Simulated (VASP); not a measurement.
Hf, 1 atom in the cell. The structure is cubic, space group Fm-3m (No. 225). Conventional cell: a = 4.481 Å, b = 4.481 Å, c = 4.481 Å, α = 90.00°, β = 90.00°, γ = 90.00°. Hf (site symmetry m-3m) has 12 Hf at 3.17 Å within 4.2 Å. 

```yaml
Program: VASP 6.6.1
Task: single point
Functional: PBE
Potentials_or_basis: VASP PAW PBE potentials, release 64 (Hf_pv)
Cutoff: 520 eV
k_mesh: 16 × 16 × 16
Occupations: gaussian, width 0.05 eV
Spin: non-collinear spin, zero start, spin-orbit coupling
Starting_moments: "[[0.0, 0.0, 0.0]] μB"
Dipole_correction: no
Further_INCAR_settings: ALGO = Normal; EDIFF = 1e-06; NBANDS = 21
```

Potentials or basis: VASP PAW PBE potentials, release 64 (Hf_pv).

Command:

```sh
$ cat potpaw_PBE.64/Hf_pv/POTCAR > POTCAR
$ mpirun -np 1 vasp_ncl > vasp.out
```

Hardware: 1 thread of Intel(R) Xeon(R) Platinum 8488C (Sapphire Rapids) (shared host).

Task: Estimate the wall time of this run.

Result: It took 50 s on 1 thread of Intel(R) Xeon(R) Platinum 8488C (Sapphire Rapids), with other jobs on the host, peak memory 0.26 GiB. Counts: scf iterations 11, k points 145.
